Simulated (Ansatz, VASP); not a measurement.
MgO in VASP and in Ansatz

```xyz
2
Lattice="-0.2254 2.0286 2.0286 2.0286 -0.2254 2.0286 2.0286 2.0286 -0.2254" Properties=species:S:1:pos:R:3 pbc="T T T"
Mg    0.0000    0.0000    0.0000
O     1.9159    1.9159    1.9159
```

Alike in both runs: task single point; functional PBE; k mesh 10 × 10 × 10; occupations gaussian, width 0.05 eV; no spin polarisation.

```csv
,VASP,Ansatz
version,VASP 6.6.1,Ansatz 0.2.0
potentials or method,"VASP PAW PBE potentials, release 64 (Mg, O), cutoff 600 eV","scalar-relativistic, plane waves, PAW"
valence electrons in the cell,8,16
```

Ansatz gave:

* gap on the k mesh at the Fermi level (eV): 3.44
* least direct gap on the mesh (eV): 3.44
* pressure (GPa): -1.5
* traceless stress, the component that is largest in VASP (GPa): 11.26

**Question.** Which values does VASP return?

**Answer.** gap on the k mesh at the Fermi level (eV): 3.42; least direct gap on the mesh (eV): 3.42; pressure (GPa): -2.5; traceless stress, the component that is largest in VASP (GPa): 11.35.

The functional is the same, so the differences come from potentials, cutoffs and numerics. VASP's potentials hold 8 valence electrons a cell and Ansatz's 16, so a difference there can come from the potentials and not from the codes.
